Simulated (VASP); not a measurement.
Write the native input for VASP 6.6.1 that does the following.

```yaml
Task: single point
Functional: PBEsol
Potentials_or_basis: VASP PAW PBE potentials, release 64 (Zr_sv, S)
Cutoff: 520 eV
k_mesh: 1 × 1 × 6
Occupations: gaussian, width 0.05 eV
Spin: no spin polarisation
Dipole_correction: no
Further_INCAR_settings: LREAL = Auto; ALGO = Normal; EDIFF = 1e-07; NBANDS = 86
```

The structure of ZrS lies in POSCAR:

```
ZrS
1.0
   13.2000000000      0.0000000000      0.0000000000
    0.0000000000     13.0000000000      0.0000000000
    0.0000000000      0.0000000000      8.5702161471
Zr S
8 8
Direct
    0.5658364644      0.5000000000     -0.0179795618
    0.4341635356      0.5000000000      0.3513128951
    0.3425209766      0.3975854854      0.0589473725
    0.6574790234      0.3975854854      0.2743859609
    0.5000000000      0.6173871518      0.6666666667
    0.3425209766      0.6024145146      0.0589473725
    0.6574790234      0.6024145146      0.2743859609
    0.5000000000      0.3826128482      0.6666666667
    0.3921599548      0.5000000000      0.8270710665
    0.6078400452      0.5000000000      0.5062622668
    0.5000000000      0.3486560291      0.1666666667
    0.3603052230      0.6554479952      0.4880280125
    0.6396947770      0.6554479952      0.8453053208
    0.5000000000      0.6513439709      0.1666666667
    0.3603052230      0.3445520048      0.4880280125
    0.6396947770      0.3445520048      0.8453053208
```

The input as run:

INCAR

```
SYSTEM = ZrS
PREC = Accurate
ENCUT = 520
EDIFF = 1E-7
ISMEAR = 0
SIGMA = 0.05
LREAL = Auto
LASPH = .True.
NELM = 60
ALGO = Normal
ISIF = 2
LWAVE = .False.
LCHARG = .True.
GGA = PS
LELF = .True.
LVHAR = .True.
NBANDS = 86
```

KPOINTS

```
regular mesh
0
Gamma
  1 1 6
  0 0 0
```

Potentials or basis: VASP PAW PBE potentials, release 64 (Zr_sv, S).

The run is started by

```console
$ cat potpaw_PBE.64/Zr_sv/POTCAR potpaw_PBE.64/S/POTCAR > POTCAR
$ mpirun -np 1 vasp_std > vasp.out
```

It gave:

The largest force is 0.033 eV/Å and the band gap on the k mesh is 0.17 eV, direct.

Caveat: the PAW data sets were made with another functional, which shifts forces and pressure a little.

Run time: 18 min on 1 thread of Intel(R) Xeon(R) Platinum 8375C CPU @ 2.90GHz (Ice Lake), on a shared host, peak memory 1.2 GiB.
